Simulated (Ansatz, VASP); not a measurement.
## Ag: VASP beside Ansatz

```
Ag
1.0
     2.93000    0.00000    0.00000
    -1.46500    2.53745    0.00000
     0.00000    0.00000    4.74210
Ag
2
Cartesian
  0.0000 1.6916 1.1855
  1.4650 0.8458 3.5566
```

Change from the starting cell: zz strain of -1 %.

Alike in both runs: task single point; functional LDA; k mesh 14 × 14 × 8; occupations fermi-dirac, width 0.05 eV; no spin polarisation.

|  | VASP | Ansatz |
| --- | --- | --- |
| version | VASP 6.6.1 | Ansatz 0.2.0 |
| potentials or method | VASP PAW LDA potentials, release 64 (Ag), cutoff 520 eV | all-electron LAPW, scalar-relativistic |

Ansatz gave:

- pressure (GPa): -9.8
- traceless stress, the component that is largest in VASP (GPa): 0.29

What did VASP give for the same quantities?

Pressure (GPa): -9.7; traceless stress, the component that is largest in VASP (GPa): 0.28.

LDA's correlation is that of Perdew and Zunger in VASP and of Perdew and Wang (1992) in Ansatz. Ansatz ran all-electron here, and VASP with PAW potentials.
